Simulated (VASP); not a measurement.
# Ti (P6_3/mmc) in VASP: further runs

Ti is run at these levels: PBE+U; tasks: single point.

Program: VASP 6.6.1. These are calculated values, not measurements. Logs are shortened: lines on timing, memory, paths and dates and some standing lists are left out, and cuts for length are marked.

### 1 The cell of the first run

The structure is hexagonal, space group P6_3/mmc (No. 194). The conventional cell has a = 2.943 Å, b = 2.943 Å, c = 4.688 Å, α = 90.00°, β = 90.00°, γ = 120.00°. Within 3.8 Å of Ti (site symmetry -6m2) lie 12 Ti at 2.89 to 2.94 Å.

### 2 Single point, PBE+U

INCAR reads:

```
SYSTEM = Ti
PREC     = Accurate       ! precision mode
ENCUT    = 500            ! plane-wave cutoff, eV
EDIFF    = 1E-6           ! SCF threshold, eV
ISMEAR   = -1             ! smearing method
SIGMA    = 0.1            ! smearing width, eV
LREAL    = .FALSE.        ! projectors in reciprocal space
LASPH    = .TRUE.         ! aspherical terms in the spheres
NELM     = 200            ! most SCF steps
ALGO     = Normal         ! electronic algorithm
ISIF     = 2              ! what is computed and relaxed
LWAVE    = .FALSE.        ! write WAVECAR
LCHARG   = .TRUE.         ! write CHGCAR
LMAXMIX  = 4              ! l up to which the mixer works
LDAU     = .TRUE.         ! DFT+U
LDAUTYPE = 2            
LDAUL    = 2              ! shell
LDAUU    = 2              ! U, eV
LDAUJ    = 0            
LDAUPRINT= 1            
GGA      = PE             ! functional
LELF     = .TRUE.         ! ELF
LVHAR    = .TRUE.       
NBANDS   = 19             ! bands
GGA_COMPAT= .FALSE.
```

KPOINTS reads:

```
regular mesh
0
G
  6 6 4
  0 0 0
```

POSCAR reads:

```
Ti
1.0
    2.9426651002      0.0000000000      0.0000000000
   -1.4713325501      2.5484227316      0.0000000000
    0.0000000000      0.0000000000      4.6880157595
Ti
2
Direct
    0.9392456818      0.3231834926      0.8581792853
    0.2725790151      0.9898501592      0.3581792853
```

Potentials or basis: VASP PAW PBE potentials, release 64 (Ti_sv).

The run is started by

```
cat potpaw_PBE.64/Ti_sv/POTCAR > POTCAR
mpirun -np 1 vasp_std > vasp.out
```

OUTCAR:

```text
SYSTEM = Ti
   PREC = Accurate
   ENCUT = 500
   EDIFF = 1E-6
   ISMEAR = -1
   LREAL = .FALSE.
   LASPH = .TRUE.
   NELM = 200
   ISIF = 2
   GGA = PE

 ion  position               nearest neighbor table
   1  0.939  0.323  0.858-   2 2.89   2 2.89   2 2.89   2 2.89   2 2.89   2 2.89
   2  0.273  0.990  0.358-   1 2.89   1 2.89   1 2.89   1 2.89   1 2.89   1 2.89

  LATTYP: Found a hexagonal cell.
 ALAT       =     2.9426651002
 C/A-ratio  =     1.5931190264

  Lattice vectors:

 A1 = (   2.9426651002,   0.0000000000,   0.0000000000)
 A2 = (  -1.4713325501,   2.5484227316,   0.0000000000)
 A3 = (   0.0000000000,   0.0000000000,   4.6880157595)

Analysis of symmetry for initial positions (statically):
=====================================================================
 Subroutine PRICEL returns:
 Original cell was already a primitive cell.

 Routine SETGRP: Setting up the symmetry group for a
 hexagonal supercell.

 Subroutine GETGRP returns: Found 24 space group operations
 (whereof  1 operations were pure point group operations)
 out of a pool of 24 trial point group operations.

The static configuration has the point symmetry C_1 .
 The point group associated with its full space group is D_6h.

Analysis of symmetry for dynamics (positions and initial velocities):
=====================================================================
 Subroutine PRICEL returns:
 Original cell was already a primitive cell.

 Routine SETGRP: Setting up the symmetry group for a
 hexagonal supercell.

 Subroutine GETGRP returns: Found 24 space group operations
 (whereof  1 operations were pure point group operations)
 out of a pool of 24 trial point group operations.

The dynamic configuration has the point symmetry C_1 .
 The point group associated with its full space group is D_6h.
[... 168 lines left out ...]
  o =  0.2204  v =  0.0000  0.0000  0.0000  0.0000  0.0000 -0.0000  0.0000 -1.0000 -0.0000  0.0000      0.0000  0.0000  0.0000  0.0000  0.0000  0.0000  0.0000  0.0000  0.0000  0.0000

atom =   2  type =  1  l = 2

 onsite density matrix

spin component  1

  0.1920 -0.0000  0.0000  0.0000  0.0000
 -0.0000  0.1504 -0.0000  0.0000 -0.0000
  0.0000 -0.0000  0.2204 -0.0000 -0.0000
  0.0000  0.0000 -0.0000  0.1504 -0.0000
  0.0000 -0.0000 -0.0000 -0.0000  0.1920

spin component  2

  0.1920 -0.0000  0.0000  0.0000  0.0000
 -0.0000  0.1504 -0.0000  0.0000 -0.0000
  0.0000 -0.0000  0.2204 -0.0000 -0.0000
  0.0000  0.0000 -0.0000  0.1504 -0.0000
  0.0000 -0.0000 -0.0000 -0.0000  0.1920

 occupancies and eigenvectors

  o =  0.1504  v =  0.0000  1.0000 -0.0000 -0.0000  0.0000  0.0000  0.0000  0.0000  0.0000  0.0000      0.0000  0.0000  0.0000  0.0000  0.0000  0.0000  0.0000  0.0000  0.0000  0.0000
  o =  0.1504  v =  0.0000  0.0000  0.0000  0.0000  0.0000  0.0000  1.0000 -0.0000 -0.0000  0.0000      0.0000  0.0000  0.0000  0.0000  0.0000  0.0000  0.0000  0.0000  0.0000  0.0000
  o =  0.1504  v = -0.0000  0.0000  0.0000  1.0000 -0.0000  0.0000  0.0000  0.0000  0.0000  0.0000      0.0000  0.0000  0.0000  0.0000  0.0000  0.0000  0.0000  0.0000  0.0000  0.0000
  o =  0.1504  v =  0.0000  0.0000  0.0000  0.0000  0.0000 -0.0000  0.0000  0.0000  1.0000 -0.0000      0.0000  0.0000  0.0000  0.0000  0.0000  0.0000  0.0000  0.0000  0.0000  0.0000
  o =  0.1920  v =  0.0000  0.0000  0.0000  0.0000  0.0000 -0.0000 -0.0000  0.0000 -0.0000  1.0000      0.0000  0.0000  0.0000  0.0000  0.0000  0.0000  0.0000  0.0000  0.0000  0.0000
  o =  0.1920  v = -0.0000 -0.0000  0.0000 -0.0000  1.0000  0.0000  0.0000  0.0000  0.0000  0.0000      0.0000  0.0000  0.0000  0.0000  0.0000  0.0000  0.0000  0.0000  0.0000  0.0000
  o =  0.1920  v =  0.0000  0.0000  0.0000  0.0000  0.0000  1.0000 -0.0000 -0.0000  0.0000  0.0000      0.0000  0.0000  0.0000  0.0000  0.0000  0.0000  0.0000  0.0000  0.0000  0.0000
  o =  0.1920  v =  1.0000 -0.0000 -0.0000  0.0000  0.0000  0.0000  0.0000  0.0000  0.0000  0.0000      0.0000  0.0000  0.0000  0.0000  0.0000  0.0000  0.0000  0.0000  0.0000  0.0000
  o =  0.2204  v = -0.0000 -0.0000 -1.0000  0.0000  0.0000  0.0000  0.0000  0.0000  0.0000  0.0000      0.0000  0.0000  0.0000  0.0000  0.0000  0.0000  0.0000  0.0000  0.0000  0.0000
  o =  0.2204  v =  0.0000  0.0000  0.0000  0.0000  0.0000 -0.0000 -0.0000 -1.0000  0.0000  0.0000      0.0000  0.0000  0.0000  0.0000  0.0000  0.0000  0.0000  0.0000  0.0000  0.0000

 number of electron      24.0000001 magnetization

 Free energy of the ion-electron system (eV)
  ---------------------------------------------------
  ext. energy  EPLUGINS =         0.00000000
  ---------------------------------------------------
  free energy    TOTEN  =       -12.69590376 eV

  energy without entropy =      -12.61643662  energy(sigma->0) =      -12.65617019

 E-fermi :   8.4841     XC(G=0): -11.4732

 val. band max:        8.4203629533   @ k =   0.0000   0.0000   0.2500
 cond. band min:       8.5032139776   @ k =   0.1667  -0.0000   0.0000
 fundamental gap:      0.0828510243
 Fermi energy:         8.4840522648

 k-point     1 :       0.0000    0.0000    0.0000
  band No.  band energies     occupation
      1     -48.9698      2.00000
      2     -48.8449      2.00000
      3     -25.4975      2.00000
      4     -24.9100      2.00000
      5     -24.9100      2.00000
      6     -24.8371      2.00000
[... 439 lines left out ...]
      6     -25.1704      2.00000
[... 11 lines left out ...]
     18      11.6513      0.00000
     19      15.0112      0.00000

------------------------ aborting loop because EDIFF is reached ----------------------------------------

  FORCE on cell =-STRESS in cart. coord.  units (eV):
  Direction    XX          YY          ZZ          XY          YZ          ZX
  --------------------------------------------------------------------------------------
  -------------------------------------------------------------------------------------
  Total        0.6457816      0.6457816      0.7494668      0.0000000     -0.0000000      0.0000000
  in kB       29.4303124     29.4303124     34.1555767      0.0000000     -0.0000000      0.0000000
  external PRESSURE =      31.0054005 kB  Pullay stress =       0.0000000 kB

 VOLUME and BASIS-vectors are now :
 -----------------------------------------------------------------------------
  energy-cutoff  :      500.00
  volume of cell :       35.16
      direct lattice vectors                 reciprocal lattice vectors
     2.942665100  0.000000000  0.000000000     0.339828001  0.196199788  0.000000000
    -1.471332550  2.548422732  0.000000000     0.000000000  0.392399576  0.000000000
     0.000000000  0.000000000  4.688015759     0.000000000  0.000000000  0.213309863

 POSITION                                       TOTAL-FORCE (eV/Angst)
 -----------------------------------------------------------------------------------
      2.28838      0.82361      4.02316         0.000000     -0.000000      0.000000
     -0.65429      2.52256      1.67915        -0.000000      0.000000      0.000000
 -----------------------------------------------------------------------------------
    total drift:                               -0.000002     -0.000012     -0.000070

  FREE ENERGIE OF THE ION-ELECTRON SYSTEM (eV)
  ---------------------------------------------------
  free  energy   TOTEN  =       -12.6959037564 eV

  energy  without entropy=      -12.6164366235  energy(sigma->0) =      -12.65617019
```

OSZICAR:

```text
N       E                     dE             d eps       ncg     rms          rms(c)
DAV:   1     0.269474929336E+03    0.26947E+03   -0.12764E+04   798   0.155E+03
DAV:   2     0.161571926461E+02   -0.25332E+03   -0.24867E+03   822   0.444E+02
DAV:   3    -0.139167060540E+02   -0.30074E+02   -0.29815E+02  1489   0.126E+02
DAV:   4    -0.150858089492E+02   -0.11691E+01   -0.11672E+01   934   0.260E+01
DAV:   5    -0.151387301408E+02   -0.52921E-01   -0.52916E-01  1172   0.394E+00    0.120E+01
DAV:   6    -0.127146820658E+02    0.24240E+01   -0.82767E+00   897   0.297E+01    0.312E+00
DAV:   7    -0.126759639943E+02    0.38718E-01   -0.92846E-01  1201   0.729E+00    0.228E+00
DAV:   8    -0.127055677695E+02   -0.29604E-01   -0.24556E-01   896   0.570E+00    0.739E-01
DAV:   9    -0.126953878611E+02    0.10180E-01   -0.60102E-02   920   0.240E+00    0.838E-02
DAV:  10    -0.126958029414E+02   -0.41508E-03   -0.37486E-03  1148   0.360E-01    0.110E-01
DAV:  11    -0.126959171026E+02   -0.11416E-03   -0.28933E-04   942   0.119E-01    0.401E-02
DAV:  12    -0.126959034109E+02    0.13692E-04   -0.41988E-05  1082   0.535E-02    0.158E-02
DAV:  13    -0.126959037564E+02   -0.34556E-06   -0.43040E-06   818   0.187E-02
   1 F= -.12695904E+02 E0= -.12656170E+02  d E =-.794671E-01
```

Run time: 26 s. Hardware: 1 thread of AMD EPYC 7R13, shared host; peak memory 0.12 GiB.

Results:

```
Free energy            : -12.6959 eV
Pressure               : 3.1 GPa
Band gap on the k mesh : zero (bands 12 and 13 overlap by 1.14 eV)
```

Levels at points of the mesh, in eV from the Fermi level:
| k point | band 10 | band 11 | band 12 | band 13 | band 14 | band 15 |
| --- | --- | --- | --- | --- | --- | --- |
| (0.00, 0.00, 0.00) | -2.76 | 0.39 | 0.83 | 0.83 | 0.86 | 1.31 |
| (0.50, 0.00, 0.00) | -2.14 | -1.77 | -0.83 | 0.64 | 0.64 | 1.12 |
| (0.00, 0.00, 0.50) | -4.63 | 0.03 | 0.03 | 0.76 | 0.76 | 0.76 |
| (0.50, 0.00, 0.50) | -2.55 | -0.80 | -0.80 | 1.08 | 1.08 | 1.85 |

Eigenvalues of the final occupation matrices:
```
    site  spin  trace               eigenvalues
site 1 d     1   0.91  0.15 0.15 0.19 0.19 0.22
site 1 d     2   0.91  0.15 0.15 0.19 0.19 0.22
site 2 d     1   0.91  0.15 0.15 0.19 0.19 0.22
site 2 d     2   0.91  0.15 0.15 0.19 0.19 0.22
```

Caveat: the k points lie up to 0.41 Å⁻¹ apart, too coarse for converged energies and pressures of a metal; U without spin polarisation on a metal has little footing; the U is typed as a test and isn't derived for this compound.

### 3 Single point, PBE+U

INCAR reads:

```
PREC = Accurate ; ENCUT = 500
EDIFF = 1E-6 ; ISMEAR = -1
SIGMA = 0.1 ; LREAL = False
LASPH = True ; NELM = 200
ALGO = Normal ; ISIF = 2
LWAVE = False ; LCHARG = False
LMAXMIX = 4 ; LDAU = True
LDAUTYPE = 2 ; LDAUL = 2
LDAUU = 2 ; LDAUJ = 0
LDAUPRINT = 1 ; GGA = PE
NBANDS = 19 ; GGA_COMPAT = False
```

KPOINTS reads:

```
regular mesh
0
Gamma
  6 6 4
```

POSCAR is that of step 2.

Potentials or basis: VASP PAW PBE potentials, release 64 (Ti_sv).

The run is started by

```
cat potpaw_PBE.64/Ti_sv/POTCAR > POTCAR
mpirun -np 1 vasp_std > vasp.out
```

It took 29 s on 1 thread of AMD EPYC 7R13, shared host; peak memory 0.12 GiB.

The run converged. Its results:

| Property | Result |
| --- | --- |
| Free energy | -12.6959 eV |
| Pressure | 3.1 GPa |
| Band gap on the k mesh | zero (bands 12 and 13 overlap by 1.14 eV) |

Stress tensor (GPa, compression positive):
```
2.94 0.00 0.00
0.00 2.94 0.00
0.00 0.00 3.42
```

Levels at points of the mesh, in eV from the Fermi level:
```tsv
k point	band 10	band 11	band 12	band 13	band 14	band 15
(0.00, 0.00, 0.00)	-2.76	0.39	0.83	0.83	0.86	1.31
(0.50, 0.00, 0.00)	-2.14	-1.77	-0.83	0.64	0.64	1.12
(0.00, 0.00, 0.50)	-4.63	0.03	0.03	0.76	0.76	0.76
(0.50, 0.00, 0.50)	-2.55	-0.80	-0.80	1.08	1.08	1.85
```

Eigenvalues of the final occupation matrices:
```csv
site,spin,trace,eigenvalues
site 1 d,1,0.91,0.15 0.15 0.19 0.19 0.22
site 1 d,2,0.91,0.15 0.15 0.19 0.19 0.22
site 2 d,1,0.91,0.15 0.15 0.19 0.19 0.22
site 2 d,2,0.91,0.15 0.15 0.19 0.19 0.22
```

Caveat: the k points lie up to 0.41 Å⁻¹ apart, too coarse for converged energies and pressures of a metal; U without spin polarisation on a metal has little footing; the U is typed as a test and isn't derived for this compound.
